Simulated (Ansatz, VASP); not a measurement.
Zr: VASP beside Ansatz

```
CELL_PARAMETERS angstrom
3.23279 0.00000 0.00000
-1.61639 2.79968 0.00000
0.00000 0.00000 5.16912
ATOMIC_POSITIONS crystal
Zr 0.33333 0.66667 0.25000
Zr 0.66667 0.33333 0.75000
```

Alike in both runs: functional PBE; k mesh 15 × 15 × 8; occupations gaussian, width 0.1 eV; no spin polarisation.

Ansatz relaxed the structure, and its values are those at the end. VASP's run is a single point on that final structure, the one shown.

|  | VASP | Ansatz |
| --- | --- | --- |
| version | VASP 6.6.1 | Ansatz 0.2.0 |
| potentials or method | VASP PAW PBE potentials, release 64 (Zr_sv), cutoff 520 eV | scalar-relativistic, plane waves, PAW |
| valence electrons in the cell | 24 | 24 |

```csv
,VASP,Ansatz,Ansatz less VASP
gap on the k mesh at the Fermi level (eV),none,none,-
pressure (GPa),0.0,0.0,-0.03
```

A gap of «none» marks a metal or a gap that the smearing closes.
